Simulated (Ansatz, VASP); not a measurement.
# PtS2: VASP beside Ansatz

Contents of INCAR:

```
SYSTEM = PtS2
  ALGO = Normal
  DIPOL = 0.5 0.5 0.500
  EDIFF = 1E-6
  ENCUT = 520
  GGA = PE
  IDIPOL = 3
  ISIF = 2
  ISMEAR = 0
  IVDW = 12
  LASPH = .True.
  LCHARG = .False.
  LDIPOL = .True.
  LREAL = .False.
  LWAVE = .False.
  NBANDS = 18
  NELM = 60
  PREC = Accurate
  SIGMA = 0.02
```

The input KPOINTS:

```
k-points
0
Gamma
  9 9 1
  0 0 0
```

The input POSCAR:

```
PtS2
1.0
    3.5410000000      0.0000000000      0.0000000000
   -1.7705000000      3.0665959548      0.0000000000
    0.0000000000      0.0000000000     30.8254864268
S Pt
2 1
Direct
    0.6666666667      0.3333333333      0.4611198350
    0.3333333333      0.6666666667      0.5388801650
    0.0000000000      0.0000000000      0.5000000000
```

Input for Ansatz:

```yaml
crystal:
  lattice:
    - [3.541, 0.0, 0.0]
    - [-1.7705, 3.0665959548, 0.0]
    - [0.0, 0.0, 30.8254864268]
  atoms:
    - { symbol: S, position: [0.6666666667, 0.3333333333, 0.461119835] }
    - { symbol: Pt, position: [0.0, 0.0, 0.5] }
    - { symbol: S, position: [0.3333333333, 0.6666666667, 0.538880165] }
  periodic: [true, true, false]
basis:
  ecutwfc: 420
kpoints:
  mp_grid: { grid: [9, 9, 1] }
hamiltonian:
  xc: pbe
  dispersion: d3bj
scf:
  occupations: { method: gaussian, width: 0.02 }
output:
  forces: true
  stress: true
  eigenvalues: true
```

Alike in both runs: task single point; functional PBE; dispersion D3(BJ); k mesh 9 × 9 × 1; occupations gaussian, width 0.02 eV; no spin polarisation.

```csv
,VASP,Ansatz
version,VASP 6.6.1,Ansatz 0.2.0
potentials or method,"VASP PAW PBE potentials, release 64 (S, Pt), cutoff 520 eV","scalar-relativistic, plane waves, PAW"
valence electrons in the cell,22,30
```

VASP gave:

| Quantity | Value |
| --- | --- |
| gap on the k mesh at the Fermi level (eV) | 1.88 |
| least direct gap on the mesh (eV) | 1.95 |
| rms of the force components (eV/Å) | 0.254 |

Task: Which values does Ansatz return?

Result: gap on the k mesh at the Fermi level (eV): 1.88; least direct gap on the mesh (eV): 1.94; rms of the force components (eV/Å): 0.273.

VASP's potentials hold 22 valence electrons a cell and Ansatz's 30, so a difference there can come from the potentials and not from the codes.

Neither program's run includes spin-orbit coupling.
